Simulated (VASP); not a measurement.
# Ti (I4/mmm) in VASP: further runs

Runs on Ti. Level: r2SCAN. Tasks: single point.

Program: VASP 6.6.1. These are calculated values, not measurements. Logs are shortened: lines on timing, memory, paths and dates and some standing lists are left out, and cuts for length are marked.

## Step 1: The cell of the first run

It takes space group I4/mmm (No. 139, tetragonal). Conventional cell: a = 3.252 Å, b = 3.252 Å, c = 3.496 Å, α = 90.00°, β = 90.00°, γ = 90.00°. Within 3.8 Å of Ti (site symmetry 4/mmm) lie 14 Ti at 2.89 to 3.50 Å.

## Step 2: Single point, r2SCAN (strain +0.0750 x Voigt [0, 1, 0, 0, 0, 0])

Input file POSCAR:

```
Ti
1.0
   -1.6258948694      1.7478369846      1.6258948694
    1.6258948694     -1.7478369846      1.6258948694
    1.6258948694      1.7478369846     -1.6258948694
Ti
1
Direct
    0.0000000000      0.0000000000      0.0000000000
```

Input file INCAR.step1:

```
SYSTEM = Ti
PREC = Accurate
ENCUT = 520
ISMEAR = 0
SIGMA = 0.15
LREAL = .False.
LASPH = .True.
NELM = 60
NBANDS = 12
GGA = PE
ALGO = Normal
EDIFF = 1E-4
LWAVE = .True.
LCHARG = .False.
```

Input file INCAR.step2:

```
SYSTEM = Ti
PREC = Accurate
ENCUT = 520
EDIFF = 1E-6
ISMEAR = 0
SIGMA = 0.15
LREAL = .False.
LASPH = .True.
NELM = 60
ALGO = Normal
ISIF = 2
LWAVE = .False.
LCHARG = .False.
METAGGA = R2SCAN
LMIXTAU = .True.
NBANDS = 12
ISTART = 1
```

Input file KPOINTS:

```
regular mesh
0
Gamma
  26 26 26
  0 0 0
```

Potentials or basis: VASP PAW PBE potentials, release 64 (Ti_sv).

Command:

```
cat potpaw_PBE.64/Ti_sv/POTCAR > POTCAR
cp INCAR.step1 INCAR
mpirun -np 1 vasp_std > vasp.out
cp INCAR.step2 INCAR
mpirun -np 1 vasp_std > vasp.out
```

OUTCAR:

```text
SYSTEM = Ti
   PREC = Accurate
   ENCUT = 520
   EDIFF = 1E-6
   ISMEAR = 0
   LREAL = .False.
   LASPH = .True.
   NELM = 60
   ISIF = 2
   METAGGA = R2SCAN
   ISTART = 1

 ion  position               nearest neighbor table
   1  0.000  0.000  0.000-

  LATTYP: Found a body centered tetragonal cell.
 ALAT       =     3.2517897388
 C/A-ratio  =     1.0750000000

  Lattice vectors:

 A1 = (  -1.6258948694,  -1.7478369846,   1.6258948694)
 A2 = (   1.6258948694,  -1.7478369846,  -1.6258948694)
 A3 = (   1.6258948694,   1.7478369846,   1.6258948694)

Analysis of symmetry for initial positions (statically):
=====================================================================
 Subroutine PRICEL returns:
 Original cell was already a primitive cell.

 Routine SETGRP: Setting up the symmetry group for a
 body centered tetragonal supercell.

 Subroutine GETGRP returns: Found 16 space group operations
 (whereof 16 operations were pure point group operations)
 out of a pool of 16 trial point group operations.

The static configuration has the point symmetry D_4h.

Analysis of symmetry for dynamics (positions and initial velocities):
=====================================================================
 Subroutine PRICEL returns:
 Original cell was already a primitive cell.

 Routine SETGRP: Setting up the symmetry group for a
 body centered tetragonal supercell.

 Subroutine GETGRP returns: Found 16 space group operations
 (whereof 16 operations were pure point group operations)
 out of a pool of 16 trial point group operations.

The dynamic configuration has the point symmetry D_4h.

 Subroutine INISYM returns: Found 16 space group operations
 (whereof 16 operations are pure point group operations),
 and found     1 'primitive' translations

----------------------------------------------------------------------------------------

                                     Primitive cell

  volume of cell :      18.4819

  direct lattice vectors                    reciprocal lattice vectors
    -1.625894869  1.747836985  1.625894869     0.000000000  0.286067868  0.307522958
     1.625894869 -1.747836985  1.625894869     0.307522958  0.000000000  0.307522958
     1.625894869  1.747836985 -1.625894869     0.307522958  0.286067868  0.000000000

  length of vectors
     2.888252478  2.888252478  2.888252478     0.420006184  0.434903138  0.420006184

  position of ions in fractional coordinates (direct lattice)
     0.000000000  0.000000000  0.000000000

  ion indices of the primitive-cell ions
   primitive index   ion index
                 1           1

----------------------------------------------------------------------------------------

 KPOINTS: regular mesh

Automatic generation of k-mesh.
 Grid dimensions read from file:
 generate k-points for:   26   26   26

 Generating k-lattice:

  Cartesian coordinates                     Fractional coordinates (reciprocal lattice)
     0.000000000  0.011002610  0.011827806     0.038461538 -0.000000000  0.000000000
     0.011827806  0.000000000  0.011827806     0.000000000  0.038461538  0.000000000
     0.011827806  0.011002610  0.000000000     0.000000000 -0.000000000  0.038461538

  Length of vectors
     0.016154084  0.016727044  0.016154084

  Shift w.r.t. Gamma in fractional coordinates (k-lattice)
     0.000000000  0.000000000  0.000000000

 Subroutine IBZKPT returns following result:
 ===========================================

 Found   1330 irreducible k-points:

 Following reciprocal coordinates:
            Coordinates               Weight
  0.000000  0.000000  0.000000      1.000000
  0.038462  0.000000 -0.000000      8.000000
  0.076923  0.000000 -0.000000      8.000000
  0.115385  0.000000  0.000000      8.000000
  0.153846  0.000000 -0.000000      8.000000
  0.192308  0.000000 -0.000000      8.000000
[... 16 lines left out ...]
  0.307692  0.038462 -0.000000     16.000000
  0.346154  0.038462 -0.000000     16.000000
 [... further k-points ...]
   k-points           NKPTS =   1330   k-points in BZ     NKDIM =   1330   number of bands    NBANDS=     12
   number of dos      NEDOS =    301   number of ions     NIONS =      1
   total plane-waves  NPLWV =  13824
   dimension x,y,z NGX =    24 NGY =   24 NGZ =   24
   dimension x,y,z NGXF=    48 NGYF=   48 NGZF=   48
   ions per type =               1
   NGX,Y,Z   is equivalent  to a cutoff of  13.81, 13.81, 13.81 a.u.
   NGXF,Y,Z  is equivalent  to a cutoff of  27.63, 27.63, 27.63 a.u.
 SYSTEM =  Ti
   PREC   = accura    normal or accurate (medium, high low for compatibility)
   ISTART =      1    job   : 0-new  1-cont  2-samecut
   ICHARG =      0    charge: 1-file 2-atom 10-const
   ISPIN  =      1    spin polarized calculation?
   LNONCOLLINEAR =      F non collinear calculations
   LSORBIT =      F    spin-orbit coupling
   LASPH  =      T    aspherical Exc in radial PAW
   ENCUT  =  520.0 eV  38.22 Ry    6.18 a.u.   5.37  5.37  5.37*2*pi/ulx,y,z
   NELM   =     60;   NELMIN=  2; NELMDL=  0     # of ELM steps
   EDIFF  = 0.1E-05   stopping-criterion for ELM
   LREAL  =      F    real-space projection
   EDIFFG = 0.1E-04   stopping-criterion for IOM
   NSW    =      0    number of steps for IOM
   IBRION =     -1    ionic relax: 0-MD 1-quasi-New 2-CG
   NFREE  =      0    steps in history (QN), initial steepest desc. (CG)
   ISIF   =      2    stress and relaxation
   ISYM   =      2    0-nonsym 1-usesym 2-fastsym
   POTIM  = 0.5000    time-step for ionic-motion
   TEBEG  =    0.0;   TEEND  =   0.0 temperature during run
   PSTRESS=    0.0 pullay stress
   NELECT =      12.0000    total number of electrons
   NUPDOWN=      -1.0000    fix difference up-down
   EMIN   =  10.00;   EMAX   =-10.00  energy-range for DOS
   EFERMI =   0.00;   METHOD = LEGACY
   ISMEAR =     0;   SIGMA  =   0.15  broadening in eV -4-tet -1-fermi 0-gaus
   EFERMI_NEDOS =   21; number of points for ismear=-14 and -15
   IALGO  =     38    algorithm
   IMIX   =      4    mixing-type and parameters
     AMIX     =   0.40;   BMIX     =  1.00
     AMIX_MAG =   1.60;   BMIX_MAG =  1.00
  volume/ion in A,a.u.               =      18.48       124.72
  Fermi-wavevector in a.u.,A,eV,Ry     =   1.417599  2.678873 27.342078  2.009586
  Thomas-Fermi vector in A             =   2.538812
   LORBIT       =      0    0 simple, 1 ext, 2 COOP (PROOUT), +10 PAW based schemes
   METAGGA = R2SCAN    functional components
   LHFCALC =     F    Hartree Fock is set to
   AEXX    =    0.0000 exact exchange contribution
   IVDW    =     0    specifies the selected vdW correction
   LEPSILON=     F    determine dielectric tensor
   LRPA    =     F    only Hartree local field effects (RPA)
 non-spin polarized calculation
 Gauss-broadening in eV      SIGMA  =   0.15
  energy-cutoff  :      520.00
  volume of cell :       18.48
 maximum number of plane-waves:       516
 NGX is ok and might be reduce to    24
   NGX = 11   NGY = 11   NGZ = 11

 number of electron      11.9999998 magnetization

 Free energy of the ion-electron system (eV)
  ---------------------------------------------------
  ext. energy  EPLUGINS =         0.00000000
  ---------------------------------------------------
  free energy    TOTEN  =       -12.80826103 eV

  energy without entropy =      -12.78062252  energy(sigma->0) =      -12.79444178

 E-fermi :   7.4974     XC(G=0): -12.0868

 val. band max:        7.4968662858   @ k =   0.5000   0.1538  -0.0000
 cond. band min:       7.4979590329   @ k =   0.3462  -0.3077   0.0769
 fundamental gap:      0.0010927471
 Fermi energy:         7.4973514807

 k-point     1 :       0.0000    0.0000    0.0000
  band No.  band energies     occupation
      1     -51.5826      2.00000
      2     -26.4509      2.00000
      3     -26.4509      2.00000
      4     -26.4438      2.00000
      5       1.2782      2.00000
      6       8.4087      0.00000
      7       8.4087      0.00000
      8       8.9152      0.00000
      9       9.8730      0.00000
     10      10.4469      0.00000
     11      24.3312      0.00000
     12      25.5915      0.00000

 k-point     2 :       0.0385    0.0000   -0.0000
  band No.  band energies     occupation
      1     -51.5811      2.00000
      2     -26.4573      2.00000
      3     -26.4533      2.00000
      4     -26.4459      2.00000
      5       1.3270      2.00000
      6       8.4036      0.00000
      7       8.4176      0.00000
      8       8.9190      0.00000
      9       9.8562      0.00000
     10      10.4363      0.00000
     11      24.3138      0.00000
     12      25.4974      0.00000

 k-point     3 :       0.0769    0.0000   -0.0000
  band No.  band energies     occupation
      1     -51.5767      2.00000
      2     -26.4817      2.00000
      3     -26.4604      2.00000
      4     -26.4468      2.00000
      5       1.4722      2.00000
      6       8.3840      0.00000
      7       8.4277      0.00000
      8       8.9481      0.00000
      9       9.8104      0.00000
     10      10.4096      0.00000
     11      24.2178      0.00000
     12      25.2374      0.00000

 k-point     4 :       0.1154    0.0000    0.0000
  band No.  band energies     occupation
      1     -51.5696      2.00000
      2     -26.5217      2.00000
      3     -26.4717      2.00000
      4     -26.4469      2.00000
      5       1.7095      2.00000
      6       8.3375      0.00000
      7       8.4009      0.00000
      8       9.0426      0.00000
      9       9.7516      0.00000
     10      10.3775      0.00000
     11      23.9030      0.00000
     12      24.9022      0.00000

 k-point     5 :       0.1538    0.0000   -0.0000
  band No.  band energies     occupation
      1     -51.5603      2.00000
      2     -26.5743      2.00000
      3     -26.4866      2.00000
      4     -26.4470      2.00000
      5       2.0314      2.00000
      6       8.2497      0.00000
      7       8.3214      0.00000
      8       9.2210      0.00000
      9       9.7048      0.00000
     10      10.3500      0.00000
     11      23.2560      0.00000
     12      24.5681      0.00000
[... 228 lines left out ...]
      1     -51.5296      2.00000
      2     -26.7421      2.00000
      3     -26.5333      2.00000
      4     -26.4516      2.00000
      5       3.1711      2.00000
      6       7.8416      0.00117
      7       7.9951      0.00000
      8       9.7231      0.00000
      9       9.9485      0.00000
     10      10.3697      0.00000
     11      20.7595      0.00000
     12      23.3825      0.00000

 k-point    22 :       0.2692    0.0385   -0.0000
  band No.  band energies     occupation
      1     -51.5172      2.00000
      2     -26.8087      2.00000
      3     -26.5534      2.00000
      4     -26.4516      2.00000
      5       3.6620      2.00000
      6       7.7071      0.04800
      7       7.8496      0.00090
      8       9.7553      0.00000
      9      10.2928      0.00000
     10      10.4164      0.00000
     11      19.6692      0.00000
     12      22.8588      0.00000

 k-point    23 :       0.3077    0.0385   -0.0000
  band No.  band energies     occupation
      1     -51.5056      2.00000
      2     -26.8708      2.00000
      3     -26.5722      2.00000
      4     -26.4515      2.00000
      5       4.1313      2.00000
      6       7.6305      0.20925
      7       7.7178      0.03766
      8       9.7950      0.00000
      9      10.4559      0.00000
     10      10.6566      0.00000
     11      18.6081      0.00000
     12      22.3674      0.00000

 k-point    24 :       0.3462    0.0385   -0.0000
  band No.  band energies     occupation
      1     -51.4953      2.00000
      2     -26.9250      2.00000
      3     -26.5888      2.00000
      4     -26.4513      2.00000
      5       4.5310      2.00000
      6       7.6047      0.31157
      7       7.6475      0.15701
      8       9.8326      0.00000
      9      10.5093      0.00000
     10      10.9878      0.00000
     11      17.6283      0.00000
     12      21.9420      0.00000

 [... further k-points ...]

------------------------ aborting loop because EDIFF is reached ----------------------------------------

  FORCE on cell =-STRESS in cart. coord.  units (eV):
  Direction    XX          YY          ZZ          XY          YZ          ZX
  --------------------------------------------------------------------------------------
  -------------------------------------------------------------------------------------
  Total       -0.8547509     -0.5493501     -0.8547509      0.0000000      0.0000000      0.0000000
  in kB      -74.0976295    -47.6226972    -74.0976295      0.0000000      0.0000000      0.0000000
  external PRESSURE =     -65.2726521 kB  Pullay stress =       0.0000000 kB

 VOLUME and BASIS-vectors are now :
 -----------------------------------------------------------------------------
  energy-cutoff  :      520.00
  volume of cell :       18.48
      direct lattice vectors                 reciprocal lattice vectors
    -1.625894869  1.747836985  1.625894869     0.000000000  0.286067868  0.307522958
     1.625894869 -1.747836985  1.625894869     0.307522958  0.000000000  0.307522958
     1.625894869  1.747836985 -1.625894869     0.307522958  0.286067868  0.000000000

 POSITION                                       TOTAL-FORCE (eV/Angst)
 -----------------------------------------------------------------------------------
      0.00000      0.00000      0.00000         0.000000     -0.000000     -0.000000
 -----------------------------------------------------------------------------------
    total drift:                                0.000000      0.000000      0.000000

  FREE ENERGIE OF THE ION-ELECTRON SYSTEM (eV)
  ---------------------------------------------------
  free  energy   TOTEN  =       -12.8082610310 eV

  energy  without entropy=      -12.7806225222  energy(sigma->0) =      -12.79444178
```

It took 6.3 min on 1 thread of Intel Xeon 6975P-C (Granite Rapids), shared host; peak memory 0.39 GiB.

What came out:

```yaml
Free_energy: -12.8083 eV
Pressure: -6.5 GPa
Band_gap_on_the_k_mesh: zero (bands 6 and 7 overlap by 1.69 eV)
```

Caveat: the cell differs from its parent crystal (strain +0.0750 x Voigt [0, 1, 0, 0, 0, 0]); the cell stands under tension; the PAW data sets were made with another functional, which shifts forces and pressure a little.

[end of part 1 of 2]
